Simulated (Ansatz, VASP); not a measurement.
SrAs2Pd4 in VASP and in Ansatz

```xyz
7
Lattice="2.1311 3.6912 0.0000 -2.1311 3.6912 0.0000 0.0000 -2.4608 7.9276" Properties=species:S:1:pos:R:3 pbc="T T T"
Sr    0.0000    0.0000    0.0000
As    0.0000    0.0000    5.9162
As    0.0000    4.9216    2.0113
Pd    0.0000    0.0000    3.4329
Pd    0.0000    4.9216    4.4946
Pd    0.0000    2.4608    2.3846
Pd    0.0000    2.4608    5.5430
```

Alike in both runs: functional LDA; k mesh 6 × 6 × 6; no spin polarisation.

Ansatz relaxed the structure, and its values are those at the end. VASP's run is a single point on that final structure, the one shown.

|  | VASP | Ansatz |
| --- | --- | --- |
| version | VASP 6.6.1 | Ansatz 0.2.0 |
| potentials or method | VASP PAW LDA potentials, release 64 (Sr_sv, As, Pd), cutoff 520 eV | PAW plane waves |
| occupations | fermi-dirac, width 0.1 eV | fermi-dirac |
| valence electrons in the cell | 60 | 112 |

Ansatz gave:

- pressure (GPa): -0.8
- rms of the force components (eV/Å): 0.002

Question: Estimate VASP's values.

Answer: Pressure (GPa): -0.3; rms of the force components (eV/Å): 0.011.

LDA's correlation is that of Perdew and Zunger in VASP and of Perdew and Wang (1992) in Ansatz. VASP's potentials hold 60 valence electrons a cell and Ansatz's 112, so a difference there can come from the potentials and not from the codes. Ansatz's warnings: stress scf threshold loose, structure snapped to symmetry.
